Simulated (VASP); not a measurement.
Runs of VASP 6.6.1 on SrCl2. The structure is that of space group Fm-3m (No. 225), or close to it. The cells are those of the table. 

| task | cell | cutoff (eV) | gap on the mesh (eV) | pressure (GPa) |
| --- | --- | --- | --- | --- |
| single point | a = 4.792 Å, angles 60.0°, 3 atoms | 520 | 5.45 | 5.1 |
| single point | a = 4.501 Å, angles 60.0°, 3 atoms | 520 | 5.20 | 20.4 |
| relaxation of cell and atoms | relaxed from a = 4.933 Å, angles 60.0°, 3 atoms | 600 | 5.23 | 0.1 |
| single point | a = 4.977 Å, angles 60.0°, 3 atoms | 520 | (a) | 0.1 |
| single point | a = 4.669 Å, angles 60.0°, 3 atoms | 520 | 5.37 | (b) |
| relaxation of cell and atoms | relaxed to 20 GPa from a = 4.933 Å, angles 60.0°, 3 atoms | 600 | 5.21 | 20.0 |
| relaxation of cell and atoms | relaxed to 5 GPa from a = 4.933 Å, angles 60.0°, 3 atoms | 600 | 5.45 | 5.0 |
| relaxation of cell and atoms | relaxed to 10 GPa from a = 4.933 Å, angles 60.0°, 3 atoms | 600 | 5.37 | 10.0 |

Alike in all rows: level PBE; potentials or basis VASP PAW PBE potentials, release 64 (Sr_sv, Cl); no spin polarisation; k mesh 6 × 6 × 6; smearing gaussian 0.01 eV.

**Question.** Estimate the missing entries.

**Answer.** (a) 5.24; (b) 10.2.

Caveats: the cell stands under pressure (at least some runs); the cell is relaxed towards a set pressure, so the run minimises the enthalpy, not the energy (at least some runs).

A k mesh can miss the band edges, and the runs leave out spin-orbit coupling on Sr.
